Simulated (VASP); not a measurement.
CuO:

```
Cu O
1.0
     2.84058    0.00000    0.00000
     0.03854    2.84037    0.00000
     0.01726    0.01701    5.10638
Cu O
2 2
Direct
  0.00000 0.50000 0.00000
  0.50000 0.00000 0.50000
  0.99842 0.00167 0.74989
  0.00158 0.99833 0.25011
```

This cell differs from its parent crystal: volume scaled by 0.96.

Base run:

```yaml
Program: VASP 6.6.1
Functional: PBE
Potentials_or_basis: VASP PAW PBE potentials, release 64 (Cu, O)
Cutoff: 520 eV
k_mesh: 9 × 9 × 5
Occupations: fermi-dirac, width 0.05 eV
Spin: no spin polarisation
```

Its results: band gap on the k mesh zero (band 17 reaches 6.50 eV, above the bottom of band 18 at 5.53 eV); pressure 14.7 GPa; largest force 0.012 eV/Å.

Question: After a change of settings the same cell gave: band gap on the k mesh zero (band 17 reaches 6.68 eV, above the bottom of band 18 at 5.71 eV); pressure 20.3 GPa; largest force 0.012 eV/Å. Which change was it?
A. further incar settings from ALGO = Normal; EDIFF = 1e-07; NBANDS = 25 to ALGO = Normal; EDIFF = 1e-06; NBANDS = 25
B. functional from PBE to RPBE
C. functional from PBE to PBEsol; further incar settings from ALGO = Normal; EDIFF = 1e-07; NBANDS = 25 to ALGO = Normal; EDIFF = 1e-06; NBANDS = 25

Answer: B.

RPBE binds less tightly than PBE, so the same cell stands under more pressure.

Caveats: semilocal functionals often make such compounds metallic where correlation or magnetic order opens a gap, which also shifts bond lengths; the PAW data sets were made with another functional, which shifts forces and pressure a little (some runs).
